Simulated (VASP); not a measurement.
# Au (P6_3/mmc) in VASP: relaxation of cell and atoms with r2SCAN

Aim: the relaxation of cell and atoms of Au with r2SCAN.

Everything below comes from runs of VASP 6.6.1. Logs are shortened: lines on timing, memory, paths and dates and some standing lists are left out, and cuts for length are marked.

**1. The cell of the first run**

Symmetry: P6_3/mmc, No. 194, hexagonal system. Conventional cell: a = 2.917 Å, b = 2.917 Å, c = 4.890 Å, α = 90.00°, β = 90.00°, γ = 120.00°. Within 3.8 Å of Au (site symmetry -6m2) lie 12 Au at 2.92 to 2.97 Å.

This isn't the form of Au at room conditions, which is fcc.

**2. Relaxation of cell and atoms, r2SCAN**

Contents of POSCAR:

```
Au
1.0
    2.9169619423      0.0000000000      0.0000000000
   -1.4584809712      2.5261631439      0.0000000000
    0.0000000000      0.0000000000      4.8900308252
Au
2
Direct
    0.3333333333      0.6666666667      0.7500000000
    0.6666666667      0.3333333333      0.2500000000
```

Contents of INCAR.step1:

```
SYSTEM = Au
PREC = Accurate ; ENCUT = 600
ISMEAR = 0 ; SIGMA = 0.1
LREAL = .FALSE. ; LASPH = .TRUE.
NELM = 60 ; GGA = PE
ALGO = Normal ; EDIFF = 1E-4
LWAVE = .TRUE. ; LCHARG = .FALSE.
```

Contents of INCAR.step2:

```
SYSTEM = Au
PREC = Accurate ; ENCUT = 600
EDIFF = 1E-6 ; ISMEAR = 0
SIGMA = 0.1 ; LREAL = .FALSE.
LASPH = .TRUE. ; NELM = 60
ALGO = Normal ; ISIF = 3
LWAVE = .FALSE. ; LCHARG = .FALSE.
METAGGA = R2SCAN ; LMIXTAU = .TRUE.
IBRION = 2 ; NSW = 70
EDIFFG = -0.005 ; ISTART = 1
```

Contents of KPOINTS:

```
Automatic mesh
0
G
  18 18 10
  0 0 0
```

Potentials or basis: VASP PAW PBE potentials, release 64 (Au).

Run with:

```bash
cat potpaw_PBE.64/Au/POTCAR > POTCAR
cp INCAR.step1 INCAR
mpirun -np 1 vasp_std > vasp.out
cp INCAR.step2 INCAR
mpirun -np 1 vasp_std > vasp.out
```

OUTCAR:

```text
SYSTEM = Au
   PREC = Accurate
   ENCUT = 600
   EDIFF = 1E-6
   ISMEAR = 0
   LREAL = .FALSE.
   LASPH = .TRUE.
   NELM = 60
   ISIF = 3
   METAGGA = R2SCAN
   IBRION = 2
   NSW = 70
   EDIFFG = -0.005
   ISTART = 1

 ion  position               nearest neighbor table
   1  0.333  0.667  0.750-   2 2.97   2 2.97   2 2.97   2 2.97   2 2.97   2 2.97
   2  0.667  0.333  0.250-   1 2.97   1 2.97   1 2.97   1 2.97   1 2.97   1 2.97

  LATTYP: Found a hexagonal cell.
 ALAT       =     2.9169619423
 C/A-ratio  =     1.6764122817

  Lattice vectors:

 A1 = (   2.9169619423,   0.0000000000,   0.0000000000)
 A2 = (  -1.4584809712,   2.5261631439,   0.0000000000)
 A3 = (   0.0000000000,   0.0000000000,   4.8900308252)

Analysis of symmetry for initial positions (statically):
=====================================================================
 Subroutine PRICEL returns:
 Original cell was already a primitive cell.

 Routine SETGRP: Setting up the symmetry group for a
 hexagonal supercell.

 Subroutine GETGRP returns: Found 24 space group operations
 (whereof 12 operations were pure point group operations)
 out of a pool of 24 trial point group operations.

The static configuration has the point symmetry D_3d.
 The point group associated with its full space group is D_6h.

Analysis of symmetry for dynamics (positions and initial velocities):
=====================================================================
 Subroutine PRICEL returns:
 Original cell was already a primitive cell.

 Routine SETGRP: Setting up the symmetry group for a
 hexagonal supercell.

 Subroutine GETGRP returns: Found 24 space group operations
 (whereof 12 operations were pure point group operations)
 out of a pool of 24 trial point group operations.

The dynamic configuration has the point symmetry D_3d.
 The point group associated with its full space group is D_6h.

 Subroutine INISYM returns: Found 24 space group operations
 (whereof 12 operations are pure point group operations),
 and found     1 'primitive' translations

----------------------------------------------------------------------------------------

                                     Primitive cell

  volume of cell :      36.0333

  direct lattice vectors                    reciprocal lattice vectors
     2.916961942  0.000000000  0.000000000     0.342822436  0.197928626  0.000000000
[... 101 lines left out ...]
   ISMEAR =     0;   SIGMA  =   0.10  broadening in eV -4-tet -1-fermi 0-gaus
   EFERMI_NEDOS =   21; number of points for ismear=-14 and -15
   IALGO  =     38    algorithm
   IMIX   =      4    mixing-type and parameters
     AMIX     =   0.40;   BMIX     =  1.00
     AMIX_MAG =   1.60;   BMIX_MAG =  1.00
  volume/ion in A,a.u.               =      18.02       121.58
  Fermi-wavevector in a.u.,A,eV,Ry     =   1.388826  2.624500 26.243426  1.928837
  Thomas-Fermi vector in A             =   2.512915
   LORBIT       =      0    0 simple, 1 ext, 2 COOP (PROOUT), +10 PAW based schemes
   METAGGA = R2SCAN    functional components
   LHFCALC =     F    Hartree Fock is set to
   AEXX    =    0.0000 exact exchange contribution
   IVDW    =     0    specifies the selected vdW correction
   LEPSILON=     F    determine dielectric tensor
   LRPA    =     F    only Hartree local field effects (RPA)
 conjugate gradient relaxation of ions
 non-spin polarized calculation
 Gauss-broadening in eV      SIGMA  =   0.10
  energy-cutoff  :      600.00
  volume of cell :       36.03
 maximum number of plane-waves:      1224
 NGX is ok and might be reduce to    24
   NGX = 11   NGY = 11   NGZ = 19

--------------------------------------- Ionic step        1  -------------------------------------------

 number of electron      21.9999999 magnetization

 Free energy of the ion-electron system (eV)
  ---------------------------------------------------
  ext. energy  EPLUGINS =         0.00000000
  ---------------------------------------------------
  free energy    TOTEN  =      -101.16557804 eV

  energy without entropy =     -101.16212259  energy(sigma->0) =     -101.16385032

------------------------ aborting loop because EDIFF is reached ----------------------------------------

  FORCE on cell =-STRESS in cart. coord.  units (eV):
  Direction    XX          YY          ZZ          XY          YZ          ZX
  --------------------------------------------------------------------------------------
  -------------------------------------------------------------------------------------
  Total       -0.7204266     -0.7204266     -0.6269194      0.0000000      0.0000000      0.0000000
  in kB      -32.0329237    -32.0329237    -27.8752349      0.0000000      0.0000000      0.0000000
  external PRESSURE =     -30.6470274 kB  Pullay stress =       0.0000000 kB
[... 275 lines left out ...]
--------------------------------------- Ionic step        9  -------------------------------------------

 number of electron      22.0000001 magnetization

 Free energy of the ion-electron system (eV)
  ---------------------------------------------------
  ext. energy  EPLUGINS =         0.00000000
  ---------------------------------------------------
  free energy    TOTEN  =      -101.17319888 eV

  energy without entropy =     -101.16936404  energy(sigma->0) =     -101.17128146

 E-fermi :   8.7504     XC(G=0): -13.3796

 val. band max:        8.7240694018   @ k =   0.2222   0.1111   0.3000
 cond. band min:       8.7508382134   @ k =   0.3889  -0.0000   0.4000
 fundamental gap:      0.0267688115
 Fermi energy:         8.7503737190

 k-point     1 :       0.0000    0.0000    0.0000
  band No.  band energies     occupation
      1      -0.9515      2.00000
      2       1.3928      2.00000
      3       3.8173      2.00000
      4       4.1036      2.00000
      5       4.1036      2.00000
      6       4.3984      2.00000
      7       4.3984      2.00000
      8       5.0821      2.00000
      9       5.0821      2.00000
     10       6.3959      2.00000
     11       6.3959      2.00000
     12       7.9307      2.00000
     13      11.3145      0.00000
     14      24.2333      0.00000
[... 401 lines left out ...]
      2       2.2135      2.00000
      3       2.5418      2.00000
      4       4.0394      2.00000
      5       4.3249      2.00000
      6       4.5057      2.00000
      7       4.6562      2.00000
      8       6.3806      2.00000
      9       6.4927      2.00000
     10       6.6652      2.00000
     11       8.6652      1.77139
     12      11.7374      0.00000
     13      14.1719      0.00000
     14      16.3356      0.00000
     15      16.9117      0.00000

 [... further k-points ...]
[... 5 lines left out ...]
  --------------------------------------------------------------------------------------
  -------------------------------------------------------------------------------------
  Total       -0.0011522     -0.0011522     -0.0017186      0.0000000     -0.0000000      0.0000000
  in kB       -0.0523341     -0.0523341     -0.0780573      0.0000000     -0.0000000      0.0000000
  external PRESSURE =      -0.0609085 kB  Pullay stress =       0.0000000 kB
[... 17 lines left out ...]
  FREE ENERGIE OF THE ION-ELECTRON SYSTEM (eV)
  ---------------------------------------------------
  free  energy   TOTEN  =      -101.1731988774 eV

  energy  without entropy=     -101.1693640382  energy(sigma->0) =     -101.17128146

 reached required accuracy - stopping structural energy minimisation
```

OUTCAR.step1:

```text
SYSTEM = Au
   PREC = Accurate
   ENCUT = 600
   ISMEAR = 0
   LREAL = .FALSE.
   LASPH = .TRUE.
[... 657 lines left out ...]
     -0.00000      1.68411      3.66752        -0.000000      0.000000      0.000000
      1.45848      0.84205      1.22251         0.000000     -0.000000      0.000000
 -----------------------------------------------------------------------------------
    total drift:                               -0.000000      0.000000     -0.000000

  FREE ENERGIE OF THE ION-ELECTRON SYSTEM (eV)
  ---------------------------------------------------
  free  energy   TOTEN  =        -6.4257733759 eV

  energy  without entropy=       -6.4212469331  energy(sigma->0) =       -6.42351015
```

Wall time 52 min (1 thread of Oxide Virtual Turin-like, shared host); peak memory 0.25 GiB.

What came out:

```yaml
Free_energy: -101.1732 eV
Relaxed_volume: 17.64 Å³/atom
Relaxed_cell: a = 2.892 Å, b = 2.892 Å, c = 4.870 Å, α = 90.00°, β = 90.00°, γ = 120.00°
Space_group_after_relaxing_to_0.1_Å: P6_3/mmc (No. 194)
Energy_gained_by_relaxing: 3.8 meV/atom
Ionic_steps: 9
Pressure_after_relaxing: 0.0 GPa
Band_gap_on_the_k_mesh: zero (bands 11 and 12 overlap by 7.13 eV)
```

Step by step:
| step | energy change (eV) | largest force (eV/Å) | pressure (GPa) | volume (Å³) |
| --- | --- | --- | --- | --- |
| 1 | 0.0000 | 0.0000 | -3.06 | 36.03 |
| 2 | 0.0067 | 0.0000 | 4.80 | 34.27 |
| 3 | -0.0076 | 0.0000 | 0.01 | 35.27 |
| 4 | -0.0076 | 0.0000 | -0.05 | 35.28 |
| 5 | -0.0076 | 0.0000 | -0.05 | 35.28 |
| 6 | -0.0076 | 0.0000 | -0.04 | 35.28 |
| 7 | -0.0076 | 0.0000 | -0.04 | 35.29 |
| 8 | -0.0076 | 0.0000 | 0.13 | 35.25 |
| 9 | -0.0076 | 0.0000 | -0.01 | 35.28 |

Final structure:
```
CELL_PARAMETERS angstrom
2.89218 0.00000 0.00000
-1.44609 2.50470 0.00000
0.00000 0.00000 4.86957
ATOMIC_POSITIONS crystal
Au 0.33333 0.66667 0.75000
Au 0.66667 0.33333 0.25000
```

Levels at points of the mesh, in eV from the Fermi level:
| k point | band 9 | band 10 | band 11 | band 12 | band 13 | band 14 |
| --- | --- | --- | --- | --- | --- | --- |
| (0.00, 0.00, 0.00) | -3.67 | -2.35 | -2.35 | -0.82 | 2.56 | 15.48 |
| (0.50, 0.00, 0.00) | -2.02 | -1.85 | 0.44 | 1.59 | 5.96 | 7.44 |
| (0.00, 0.00, 0.50) | -2.80 | -2.80 | -2.80 | -2.80 | 10.85 | 10.85 |
| (0.50, 0.00, 0.50) | -1.92 | -1.92 | 0.68 | 0.68 | 3.97 | 3.97 |

Caveat: the PAW data sets were made with another functional, which shifts forces and pressure a little; spin-orbit coupling is left out, which moves the levels of the heavy elements.

The gap in the log of VASP goes by the Fermi energy; the results here count the filled bands.